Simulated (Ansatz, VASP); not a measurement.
**BeSe3 in VASP and in Ansatz**

```xyz
8
Lattice="3.7000 0.0000 0.0000 0.0000 3.7000 0.0000 0.0000 0.0000 12.8000" Properties=species:S:1:pos:R:3 pbc="T T T"
Be    1.8500    1.8500    0.0000
Be    0.0000    0.0000    0.0000
Se    1.8500    0.0000   11.4560
Se    0.0000    1.8500    1.3440
Se    0.0000    1.8500    5.0560
Se    1.8500    0.0000    5.0560
Se    1.8500    0.0000    7.7440
Se    0.0000    1.8500    7.7440
```

Alike in both runs: task relaxation of cell and atoms; functional PBE; k mesh 4 × 4 × 2; occupations gaussian, width 0.2 eV; no spin polarisation.

|  | VASP | Ansatz |
| --- | --- | --- |
| version | VASP 6.6.1 | Ansatz 0.2.0 |
| potentials or method | VASP PAW PBE potentials, release 64 (Be, Se), cutoff 600 eV | scalar-relativistic, plane waves, PAW |
| valence electrons in the cell | 40 | 100 |

Ansatz gave:

```
gap on the k mesh at the Fermi level, each at its own relaxed structure (eV)  : none
relaxed volume (Å³/atom)                                                      : 25.47
relaxed length of the cell vector where the two differ most in proportion (Å) : 14.741
```

Which values does VASP return?

gap on the k mesh at the Fermi level, each at its own relaxed structure (eV): none; relaxed volume (Å³/atom): 25.30; relaxed length of the cell vector where the two differ most in proportion (Å): 14.552.

A gap of «none» marks a metal or a gap that the smearing closes. VASP's potentials hold 40 valence electrons a cell and Ansatz's 100, so a difference there can come from the potentials and not from the codes.

The k mesh is coarse, so the values compare programs but aren't converged. Noted on VASP's run: the volume moved by over 15 % at a fixed basis, so the end points are rough.
